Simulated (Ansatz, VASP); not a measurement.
# BiTe: VASP and Ansatz over several settings

```
Bi Te
1.0
     2.42271    1.39875    3.31729
    -2.42271    1.39875    3.31729
     0.00000   -2.79750    3.31729
Bi Te
1 1
Direct
  0.50000 0.50000 0.50000
  0.00000 0.00000 0.00000
```

Single points on this cell with VASP 6.6.1 and Ansatz 0.2.0. Each row is one pair of runs. Alike in all rows: spin: off; smearing: fermi-dirac, width 0.05 eV.

```tsv
level	k mesh	VASP's potentials, cutoff	Ansatz's potentials, cutoff	gap on the k mesh at the Fermi level (eV), VASP	gap on the k mesh at the Fermi level (eV), Ansatz	pressure (GPa), VASP	pressure (GPa), Ansatz
LDA	7 × 7 × 7	VASP PAW LDA potentials, release 64 (Bi_d, Te), 520 eV	Ansatz PAW, 420 eV	none	none	-3.4	-3.4
r2SCAN	7 × 7 × 7	VASP PAW PBE potentials, release 64 (Bi_d, Te), 520 eV	Ansatz PAW, 500 eV	none	none	-0.6	-0.6
HSE06	4 × 4 × 4	VASP PAW PBE potentials, release 64 (Bi_d, Te), 520 eV	Ansatz PAW, 420 eV	none	none	-2.0	-1.8
r2SCAN0	4 × 4 × 4	VASP PAW PBE potentials, release 64 (Bi_d, Te), 520 eV	Ansatz PAW, 500 eV	none	none	-2.5	-2.1
```

Pressure (GPa): the two programs differ by at most 0.36.

VASP's potentials hold 21 valence electrons a cell and Ansatz's 31, so a difference there can come from the potentials and not from the codes.

A gap of «none» marks a metal or a gap that the smearing closes.

The k mesh is coarse in some rows, so the values compare programs but aren't converged. Spin-orbit coupling is off throughout.
